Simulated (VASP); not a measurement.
Set up this calculation in VASP 6.6.1, as the native input.

```yaml
Task: relaxation of cell and atoms
Functional: PBE
Potentials_or_basis: VASP PAW PBE potentials, release 64 (Zn, Se)
Cutoff: 600 eV
k_mesh: 8 × 8 × 8
Occupations: gaussian, width 0.02 eV
Spin: no spin polarisation
Dipole_correction: no
Further_INCAR_settings: ALGO = Normal; EDIFF = 1e-06; IBRION = 2; EDIFFG = -0.005; NSW = 100; ISIF = 3
```

The structure of ZnSe lies in POSCAR:

```
ZnSe
1.0
    0.0000000000      2.8324425400      2.8324425400
    2.8324425400      0.0000000000      2.8324425400
    2.8324425400      2.8324425400      0.0000000000
Zn Se
1 1
Direct
    0.0000000000      0.0000000000      0.0000000000
    0.2500000000      0.2500000000      0.2500000000
```

The input as run:

INCAR

```
ALGO = Normal
EDIFF = 1E-6
EDIFFG = -0.005
ENCUT = 600
GGA = PE
IBRION = 2
ISIF = 3
ISMEAR = 0
LASPH = T
LCHARG = F
LREAL = F
LWAVE = F
NELM = 80
NSW = 100
PREC = Accurate
SIGMA = 0.02
```

KPOINTS

```
k-points
0
Gamma
  8 8 8
```

Potentials or basis: VASP PAW PBE potentials, release 64 (Zn, Se).

Run with:

```sh
$ cat potpaw_PBE.64/Zn/POTCAR potpaw_PBE.64/Se/POTCAR > POTCAR
$ mpirun -np 1 vasp_std > vasp.out
```

It gave:

- Relaxed volume: 23.65 Å³/atom
- Relaxed cell: a = 4.059 Å, b = 4.059 Å, c = 4.059 Å, α = 60.00°, β = 60.00°, γ = 60.00°
- Space group after relaxing (to 0.05 Å): F-43m (No. 216)
- Energy gained by relaxing: 6.6 meV/atom
- Ionic steps: 5
- Pressure after relaxing: 0.0 GPa
- Band gap on the k mesh: 1.14 eV, direct

It took 94 s on 1 thread of AMD EPYC 7R13, on a shared host, peak memory 0.17 GiB.
